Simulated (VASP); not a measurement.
Set up this calculation in VASP 6.6.1, as the native input.

```yaml
Task: single point
Functional: r2SCAN
Potentials_or_basis: VASP PAW PBE potentials, release 64 (Ti_sv, Al)
Cutoff: 520 eV
k_mesh: 11 × 11 × 6
Occupations: fermi-dirac, width 0.05 eV
Spin: no spin polarisation
Dipole_correction: no
Further_INCAR_settings: ALGO = Normal; EDIFF = 1e-07; NBANDS = 14
```

TiAl:

```
Ti Al
1.0
     2.88625    0.00000    0.00000
    -1.44313    2.49957    0.00000
     0.00000    0.00000    4.70906
Ti Al
1 1
Direct
  0.00000 0.00000 0.00000
  0.33333 0.66667 0.50000
```

The input as run:

POSCAR

```
TiAl
1.0
    2.8862512777      0.0000000000      0.0000000000
   -1.4431256388      2.4995669282      0.0000000000
    0.0000000000      0.0000000000      4.7090645850
Ti Al
1 1
Direct
    0.0000000000      0.0000000000      0.0000000000
    0.3333333333      0.6666666667      0.5000000000
```

INCAR.step1

```
PREC = Accurate
ENCUT = 520
ISMEAR = -1
SIGMA = 0.05
LREAL = False
LASPH = True
NELM = 100
NBANDS = 14
GGA = PE
ALGO = Normal
EDIFF = 1E-4
LWAVE = True
LCHARG = False
```

INCAR.step2

```
PREC = Accurate
ENCUT = 520
EDIFF = 1E-7
ISMEAR = -1
SIGMA = 0.05
LREAL = False
LASPH = True
NELM = 100
ALGO = Normal
ISIF = 2
LWAVE = False
LCHARG = False
METAGGA = R2SCAN
LMIXTAU = True
NBANDS = 14
ISTART = 1
```

KPOINTS

```
regular mesh
0
Gamma
  11 11 6
```

Potentials or basis: VASP PAW PBE potentials, release 64 (Ti_sv, Al).

Command:

```console
$ cat potpaw_PBE.64/Ti_sv/POTCAR potpaw_PBE.64/Al/POTCAR > POTCAR
$ cp INCAR.step1 INCAR
$ mpirun -np 1 vasp_std > vasp.out
$ cp INCAR.step2 INCAR
$ mpirun -np 1 vasp_std > vasp.out
```

It gave:

```json
{
  "Pressure": "-3.1 GPa"
}
```

Caveat: the PAW data sets were made with another functional, which shifts forces and pressure a little.

It took 2.1 min on 1 thread of Intel Xeon 6975P-C, with other jobs on the host, peak memory 0.18 GiB.
